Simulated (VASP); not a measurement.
# AlN2O2 (I4/mmm) in VASP: single point with PBE

Aim: the single point of AlN2O2 with PBE.

Everything below comes from runs of VASP 6.6.1. Logs are shortened: lines on timing, memory, paths and dates and some standing lists are left out, and cuts for length are marked.

## (1) The cell of the first run

The structure is tetragonal, space group I4/mmm (No. 139). The conventional cell has a = 3.218 Å, b = 3.218 Å, c = 10.452 Å, α = 90.00°, β = 90.00°, γ = 90.00°. Al (site symmetry 4/mmm) has 2 N at 1.37 Å within 1.8 Å. Within 1.8 Å of N (site symmetry 4mm) lie 1 Al at 1.37 Å. O (site symmetry 4mm) has 5 N at 2.21 to 2.29 Å and 4 Al at 2.81 Å within 2.9 Å.

## (2) Single point, PBE

Contents of INCAR:

```
ALGO = Normal
EDIFF = 1E-7
ENCUT = 520
GGA = PE
ISIF = 2
ISMEAR = 0
LASPH = T
LCHARG = T
LELF = T
LREAL = F
LVHAR = T
LWAVE = F
NBANDS = 20
NELM = 60
PREC = Accurate
SIGMA = 0.1
```

Contents of KPOINTS:

```
k-points
0
Gamma
  8 8 8
```

Contents of POSCAR:

```
AlN2O2
1.0
   -1.6089676500      1.6089676500      5.2258070200
    1.6089676500     -1.6089676500      5.2258070200
    1.6089676500      1.6089676500     -5.2258070200
Al N O
1 2 2
Direct
    0.0000000000      0.0000000000      0.0000000000
    0.8686000100      0.8686000100      0.0000000000
    0.1313999900      0.1313999900      0.0000000000
    0.6574000100      0.6574000100      0.0000000000
    0.3425999900      0.3425999900      0.0000000000
```

Potentials or basis: VASP PAW PBE potentials, release 64 (Al, N, O).

Launch:

```console
> cat potpaw_PBE.64/Al/POTCAR potpaw_PBE.64/N/POTCAR potpaw_PBE.64/O/POTCAR > POTCAR
> mpirun -np 1 vasp_std > vasp.out
```

OUTCAR:

```text
EDIFF = 1E-7
   ENCUT = 520
   GGA = PE
   ISIF = 2
   ISMEAR = 0
   LASPH = T
   LREAL = F
   NELM = 60
   PREC = Accurate

 ion  position               nearest neighbor table
   1  0.000  0.000  0.000-   2 1.37   3 1.37
   2  0.869  0.869  0.000-   1 1.37
   3  0.131  0.131  0.000-   1 1.37
   4  0.657  0.657  0.000-
   5  0.343  0.343  0.000-

  LATTYP: Found a body centered tetragonal cell.
 ALAT       =     3.2179353000
 C/A-ratio  =     3.2479254757

  Lattice vectors:

 A1 = (  -1.6089676500,   1.6089676500,   5.2258070200)
 A2 = (   1.6089676500,  -1.6089676500,   5.2258070200)
 A3 = (   1.6089676500,   1.6089676500,  -5.2258070200)

Analysis of symmetry for initial positions (statically):
=====================================================================
 Subroutine PRICEL returns:
 Original cell was already a primitive cell.

 Routine SETGRP: Setting up the symmetry group for a
 body centered tetragonal supercell.

 Subroutine GETGRP returns: Found 16 space group operations
 (whereof 16 operations were pure point group operations)
 out of a pool of 16 trial point group operations.

The static configuration has the point symmetry D_4h.

Analysis of symmetry for dynamics (positions and initial velocities):
=====================================================================
 Subroutine PRICEL returns:
 Original cell was already a primitive cell.

 Routine SETGRP: Setting up the symmetry group for a
 body centered tetragonal supercell.

 Subroutine GETGRP returns: Found 16 space group operations
 (whereof 16 operations were pure point group operations)
 out of a pool of 16 trial point group operations.

The dynamic configuration has the point symmetry D_4h.

 Subroutine INISYM returns: Found 16 space group operations
 (whereof 16 operations are pure point group operations),
 and found     1 'primitive' translations

----------------------------------------------------------------------------------------

                                     Primitive cell

  volume of cell :      54.1138

  direct lattice vectors                    reciprocal lattice vectors
    -1.608967650  1.608967650  5.225807020     0.000000000  0.310758268  0.095679002
     1.608967650 -1.608967650  5.225807020     0.310758268  0.000000000  0.095679002
     1.608967650  1.608967650 -5.225807020     0.310758268  0.310758268  0.000000000

  length of vectors
     5.699702870  5.699702870  5.699702870     0.325154075  0.325154075  0.439478557

  position of ions in fractional coordinates (direct lattice)
     0.000000000  0.000000000  0.000000000
     0.868600010  0.868600010  0.000000000
     0.131399990  0.131399990  0.000000000
     0.657400010  0.657400010  0.000000000
     0.342599990  0.342599990  0.000000000

  ion indices of the primitive-cell ions
   primitive index   ion index
                 1           1
                 2           2
                 3           3
                 4           4
                 5           5

----------------------------------------------------------------------------------------

 KPOINTS: k-points

Automatic generation of k-mesh.
 Grid dimensions read from file:
 generate k-points for:    8    8    8

 Generating k-lattice:

  Cartesian coordinates                     Fractional coordinates (reciprocal lattice)
     0.000000000  0.038844783  0.011959875     0.125000000  0.000000000  0.000000000
     0.038844783  0.000000000  0.011959875     0.000000000  0.125000000  0.000000000
     0.038844783  0.038844783  0.000000000     0.000000000  0.000000000  0.125000000

  Length of vectors
     0.040644259  0.040644259  0.054934820

  Shift w.r.t. Gamma in fractional coordinates (k-lattice)
     0.000000000  0.000000000  0.000000000

 Subroutine IBZKPT returns following result:
 ===========================================

 Found     59 irreducible k-points:

 Following reciprocal coordinates:
            Coordinates               Weight
  0.000000  0.000000  0.000000      1.000000
  0.125000  0.000000  0.000000      8.000000
  0.250000  0.000000  0.000000      8.000000
  0.375000  0.000000  0.000000      8.000000
  0.500000  0.000000  0.000000      4.000000
  0.125000  0.125000  0.000000      8.000000
[... 16 lines left out ...]
  0.250000  0.125000  0.125000     16.000000
  0.375000  0.125000  0.125000      8.000000
 [... further k-points ...]
   k-points           NKPTS =     59   k-points in BZ     NKDIM =     59   number of bands    NBANDS=     20
   number of dos      NEDOS =    301   number of ions     NIONS =      5
   total plane-waves  NPLWV =  74088
   dimension x,y,z NGX =    42 NGY =   42 NGZ =   42
   dimension x,y,z NGXF=    84 NGYF=   84 NGZF=   84
   ions per type =               1   2   2
   NGX,Y,Z   is equivalent  to a cutoff of  12.25, 12.25, 12.25 a.u.
   NGXF,Y,Z  is equivalent  to a cutoff of  24.50, 24.50, 24.50 a.u.
 SYSTEM =  unknown system
   PREC   = accura    normal or accurate (medium, high low for compatibility)
   ISTART =      0    job   : 0-new  1-cont  2-samecut
   ICHARG =      2    charge: 1-file 2-atom 10-const
   ISPIN  =      1    spin polarized calculation?
   LNONCOLLINEAR =      F non collinear calculations
   LSORBIT =      F    spin-orbit coupling
   LASPH  =      T    aspherical Exc in radial PAW
   ENCUT  =  520.0 eV  38.22 Ry    6.18 a.u.  10.60 10.60 10.60*2*pi/ulx,y,z
   NELM   =     60;   NELMIN=  2; NELMDL= -5     # of ELM steps
   EDIFF  = 0.1E-06   stopping-criterion for ELM
   LREAL  =      F    real-space projection
   EDIFFG = 0.1E-05   stopping-criterion for IOM
   NSW    =      0    number of steps for IOM
   IBRION =     -1    ionic relax: 0-MD 1-quasi-New 2-CG
   NFREE  =      0    steps in history (QN), initial steepest desc. (CG)
   ISIF   =      2    stress and relaxation
   ISYM   =      2    0-nonsym 1-usesym 2-fastsym
   POTIM  = 0.5000    time-step for ionic-motion
   TEBEG  =    0.0;   TEEND  =   0.0 temperature during run
   PSTRESS=    0.0 pullay stress
   NELECT =      25.0000    total number of electrons
   NUPDOWN=      -1.0000    fix difference up-down
   EMIN   =  10.00;   EMAX   =-10.00  energy-range for DOS
   EFERMI =   0.00;   METHOD = LEGACY
   ISMEAR =     0;   SIGMA  =   0.10  broadening in eV -4-tet -1-fermi 0-gaus
   EFERMI_NEDOS =   21; number of points for ismear=-14 and -15
   IALGO  =     38    algorithm
   IMIX   =      4    mixing-type and parameters
     AMIX     =   0.40;   BMIX     =  1.00
     AMIX_MAG =   1.60;   BMIX_MAG =  1.00
  volume/ion in A,a.u.               =      10.82        73.04
  Fermi-wavevector in a.u.,A,eV,Ry     =   1.265568  2.391577 21.791942  1.601663
  Thomas-Fermi vector in A             =   2.398814
   LORBIT       =      0    0 simple, 1 ext, 2 COOP (PROOUT), +10 PAW based schemes
   GGA     = PE    functional components
   LHFCALC =     F    Hartree Fock is set to
   AEXX    =    0.0000 exact exchange contribution
   IVDW    =     0    specifies the selected vdW correction
   LEPSILON=     F    determine dielectric tensor
   LRPA    =     F    only Hartree local field effects (RPA)
 non-spin polarized calculation
 Gauss-broadening in eV      SIGMA  =   0.10
  energy-cutoff  :      520.00
  volume of cell :       54.11
 maximum number of plane-waves:      1480
   NGX = 21   NGY = 21   NGZ = 21

 number of electron      25.0000004 magnetization

 Free energy of the ion-electron system (eV)
  ---------------------------------------------------
  ext. energy  EPLUGINS =         0.00000000
  ---------------------------------------------------
  free energy    TOTEN  =       -11.98332541 eV

  energy without entropy =      -11.95997136  energy(sigma->0) =      -11.97164839

 E-fermi :   2.4766     XC(G=0): -10.3734

 val. band max:        2.4581357645   @ k =  -0.1250  -0.3750   0.1250
 cond. band min:       2.4808220354   @ k =  -0.2500   0.3750   0.1250
 fundamental gap:      0.0226862709
 Fermi energy:         2.4766018933

 k-point     1 :       0.0000    0.0000    0.0000
  band No.  band energies     occupation
      1     -15.8060      2.00000
      2     -14.6559      2.00000
      3     -11.0241      2.00000
      4     -10.4108      2.00000
      5      -3.0194      2.00000
      6      -1.0271      2.00000
[... 12 lines left out ...]
     19      14.3164      0.00000
     20      14.3164      0.00000

 k-point     2 :       0.1250    0.0000    0.0000
  band No.  band energies     occupation
      1     -15.6929      2.00000
      2     -14.6109      2.00000
      3     -11.1666      2.00000
      4     -10.4808      2.00000
      5      -2.9767      2.00000
      6      -0.9902      2.00000
[... 12 lines left out ...]
     19      14.3942      0.00000
     20      14.5325      0.00000

 k-point     3 :       0.2500    0.0000    0.0000
  band No.  band energies     occupation
      1     -15.3776      2.00000
      2     -14.5030      2.00000
      3     -11.5470      2.00000
      4     -10.6663      2.00000
      5      -2.7835      2.00000
      6      -0.8380      2.00000
[... 12 lines left out ...]
     19      14.6708      0.00000
     20      15.4521      0.00000

 k-point     4 :       0.3750    0.0000    0.0000
  band No.  band energies     occupation
      1     -14.9447      2.00000
      2     -14.4293      2.00000
      3     -11.9970      2.00000
      4     -10.8803      2.00000
      5      -2.3393      2.00000
      6      -0.7445      2.00000
[... 429 lines left out ...]
 k-point    23 :       0.2500    0.1250    0.1250
  band No.  band energies     occupation
      1     -14.7213      2.00000
      2     -14.3322      2.00000
      3     -11.8941      2.00000
      4     -10.7624      2.00000
      5      -2.3909      2.00000
      6      -1.8980      2.00000
[... 12 lines left out ...]
     19      13.1492      0.00000
     20      14.7246      0.00000

 k-point    24 :       0.3750    0.1250    0.1250
  band No.  band energies     occupation
      1     -14.4832      2.00000
      2     -14.3988      2.00000
      3     -11.9967      2.00000
      4     -10.7770      2.00000
      5      -2.3076      2.00000
      6      -2.0265      2.00000
[... 12 lines left out ...]
     19      13.2050      0.00000
     20      14.3767      0.00000

 [... further k-points ...]

------------------------ aborting loop because EDIFF is reached ----------------------------------------

  FORCE on cell =-STRESS in cart. coord.  units (eV):
  Direction    XX          YY          ZZ          XY          YZ          ZX
  --------------------------------------------------------------------------------------
  -------------------------------------------------------------------------------------
  Total       -4.6410210     -4.6410210     68.0962961      0.0000000      0.0000000      0.0000000
  in kB     -137.4093011   -137.4093011   2016.1650810      0.0000000      0.0000000      0.0000000
  external PRESSURE =     580.4488263 kB  Pullay stress =       0.0000000 kB

 VOLUME and BASIS-vectors are now :
 -----------------------------------------------------------------------------
  energy-cutoff  :      520.00
  volume of cell :       54.11
      direct lattice vectors                 reciprocal lattice vectors
    -1.608967650  1.608967650  5.225807020     0.000000000  0.310758268  0.095679002
     1.608967650 -1.608967650  5.225807020     0.310758268  0.000000000  0.095679002
     1.608967650  1.608967650 -5.225807020     0.310758268  0.310758268  0.000000000

 POSITION                                       TOTAL-FORCE (eV/Angst)
 -----------------------------------------------------------------------------------
      0.00000      0.00000      0.00000        -0.000000     -0.000000      0.000000
      0.00000      0.00000      9.07827        -0.000000     -0.000000    -28.151479
      0.00000      0.00000      1.37334         0.000000      0.000000     28.151479
      0.00000      0.00000      6.87089        -0.000000     -0.000000     -1.171340
      0.00000      0.00000      3.58072        -0.000000     -0.000000      1.171340
 -----------------------------------------------------------------------------------
    total drift:                               -0.000000      0.000000      0.000000

  FREE ENERGIE OF THE ION-ELECTRON SYSTEM (eV)
  ---------------------------------------------------
  free  energy   TOTEN  =       -11.9833254111 eV

  energy  without entropy=      -11.9599713642  energy(sigma->0) =      -11.97164839
```

Run time: 1.8 min. Hardware: 1 thread of Intel Xeon Platinum 8488C (Sapphire Rapids), shared host; peak memory 0.27 GiB.

Results:

```
Free energy   : -11.9833 eV
Pressure      : 58.0 GPa
Largest force : 28.151 eV/Å
```

Forces on the atoms (eV/Å):
```
Al    0.000   0.000   0.000
N     0.000   0.000 -28.151
N     0.000   0.000  28.151
O     0.000   0.000  -1.171
O     0.000   0.000   1.171
```

Caveat: an odd number of electrons without spin polarisation forces a metal; a magnetic or distorted state may lie lower.
